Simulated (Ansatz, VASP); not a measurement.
Two plane-wave programs on Au

INCAR

```
SYSTEM = Au
ALGO     = Fast           ! electronic algorithm
EDIFF    = 1E-6           ! SCF threshold, eV
ENCUT    = 520            ! plane-wave cutoff, eV
GGA      = PS             ! functional
ISIF     = 2              ! what is computed and relaxed
ISMEAR   = 0              ! smearing method
LASPH    = .TRUE.         ! aspherical terms in the spheres
LCHARG   = .FALSE.        ! write CHGCAR
LREAL    = .FALSE.        ! projectors in reciprocal space
LWAVE    = .FALSE.        ! write WAVECAR
NBANDS   = 18             ! bands
NELM     = 80             ! most SCF steps
PREC     = Accurate       ! precision mode
SIGMA    = 0.15           ! smearing width, eV
```

Contents of KPOINTS:

```
k-points
0
G
  24 24 12
  0 0 0
```

The input POSCAR:

```
Au
1.0
    2.8999984104      0.0000000000      0.0000000000
   -1.4499992052      2.5114722944      0.0000000000
    0.0000000000      0.0000000000      4.8800000000
Au
2
Direct
    0.3333333333      0.6666666667      0.7500000000
    0.6666666667      0.3333333333      0.2500000000
```

Input for Ansatz:

```yaml
crystal:
  lattice:
    - [2.8999984104, 0.0, 0.0]
    - [-1.4499992052, 2.5114722944, 0.0]
    - [0.0, 0.0, 4.88]
  atoms:
    - { symbol: Au, position: [0.3333333333, 0.6666666667, 0.75] }
    - { symbol: Au, position: [0.6666666667, 0.3333333333, 0.25] }
basis:
  ecutwfc: 420
kpoints:
  mp_grid: { grid: [24, 24, 12] }
hamiltonian:
  xc: pbesol
scf:
  occupations: { method: gaussian, width: 0.15 }
output:
  forces: true
  stress: true
  eigenvalues: true
```

Alike in both runs: task single point; functional PBEsol; k mesh 24 × 24 × 12; occupations gaussian, width 0.15 eV; no spin polarisation.

|  | VASP | Ansatz |
| --- | --- | --- |
| version | VASP 6.6.1 | Ansatz 0.2.0 |
| potentials or method | VASP PAW PBE potentials, release 64 (Au), cutoff 520 eV | scalar-relativistic, plane waves, PAW |
| valence electrons in the cell | 22 | 38 |

```csv
,VASP,Ansatz,Ansatz less VASP
gap on the k mesh at the Fermi level (eV),none,none,-
pressure (GPa),-6.6,-6.4,+0.17
"traceless stress, the component that is largest in VASP (GPa)",-0.10,-0.08,+0.016
```

VASP's potentials were made for PBE, not for PBEsol. A gap of «none» marks a metal or a gap that the smearing closes. VASP's potentials hold 22 valence electrons a cell and Ansatz's 38, so a difference there can come from the potentials and not from the codes.

Neither program's run includes spin-orbit coupling.
